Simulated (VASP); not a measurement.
Wanted: the native input for a VASP 6.6.1 run.

```
Task                   : single point
Functional             : PBEsol
Potentials or basis    : VASP PAW PBE potentials, release 64 (Ni, Sb)
Cutoff                 : 520 eV
k mesh                 : 12 × 12 × 12
Occupations            : gaussian, width 0.05 eV
Spin                   : collinear spin
Starting moments       : [0.05, 0.0] μB
Dipole correction      : no
Further INCAR settings : ALGO = Normal; EDIFF = 1e-06; NBANDS = 18
```

The structure of NiSb lies in POSCAR:

```
NiSb
1.0
    0.0000000000      2.6337378275      2.6337378275
    2.6337378275      0.0000000000      2.6337378275
    2.6337378275      2.6337378275      0.0000000000
Ni Sb
1 1
Direct
    0.5000000000      0.5000000000      0.5000000000
    0.0000000000      0.0000000000      0.0000000000
```

One way to write it, as run:

INCAR

```
SYSTEM = NiSb
ALGO = Normal ; EDIFF = 1E-6
ENCUT = 520 ; GGA = PS
ISIF = 2 ; ISMEAR = 0
ISPIN = 2 ; LASPH = .TRUE.
LCHARG = .TRUE. ; LELF = .TRUE.
LMAXMIX = 4 ; LORBIT = 11
LREAL = .FALSE. ; LVHAR = .TRUE.
LWAVE = .FALSE. ; MAGMOM = 0.05 0
NBANDS = 18 ; NELM = 150
PREC = Accurate ; SIGMA = 0.05
```

KPOINTS

```
k-points
0
G
  12 12 12
  0 0 0
```

Potentials or basis: VASP PAW PBE potentials, release 64 (Ni, Sb).

Command:

```bash
$ cat potpaw_PBE.64/Ni/POTCAR potpaw_PBE.64/Sb/POTCAR > POTCAR
$ mpirun -np 1 vasp_std > vasp.out
```

Results of the run:

```json
{
  "Pressure": "-5.1 GPa",
  "Net moment": "0.00 μB per cell",
  "Valence electrons inside the program's atomic spheres": "Ni 9.28; Sb 2.41"
}
```

Caveat: the cell stands under tension; the PAW data sets were made with another functional, which shifts forces and pressure a little.

Run time: 120 s on 1 thread of Oxide Virtual Turin-like Processor (shared host), peak memory 0.19 GiB.
